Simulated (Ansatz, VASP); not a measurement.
**One calculation of Zr2B, two programs**

```xyz
6
Lattice="3.2384 0.0000 0.0000 0.0000 3.2384 0.0000 0.0000 0.0000 6.6181" Properties=species:S:1:pos:R:3 pbc="T T T"
Zr    1.6192    0.0000    2.4436
Zr    0.0000    1.6192    4.1744
Zr    1.6192    1.6192    0.0000
Zr    0.0000    0.0000    0.0000
B     0.0000    1.6192    1.8077
B     1.6192    0.0000    4.8104
```

Change from the starting cell: species swapped into the TbSe2 type (P4/nmm, No. 129).

Alike in both runs: task single point; functional PBE; k mesh 6 × 6 × 4; occupations gaussian, width 0.1 eV; no spin polarisation.

```csv
,VASP,Ansatz
version,VASP 6.6.1,Ansatz 0.2.0
potentials or method,"VASP PAW PBE potentials, release 64 (Zr_sv, B), cutoff 520 eV","scalar-relativistic, plane waves, PAW"
valence electrons in the cell,54,54
```

```tsv
	VASP	Ansatz	Ansatz less VASP
gap on the k mesh at the Fermi level (eV)	none	none	-
rms of the force components (eV/Å)	0.286	0.286	0.0000
```

Atom by atom the forces differ by 0.001 eV/Å (rms over components). A gap of «none» marks a metal or a gap that the smearing closes.
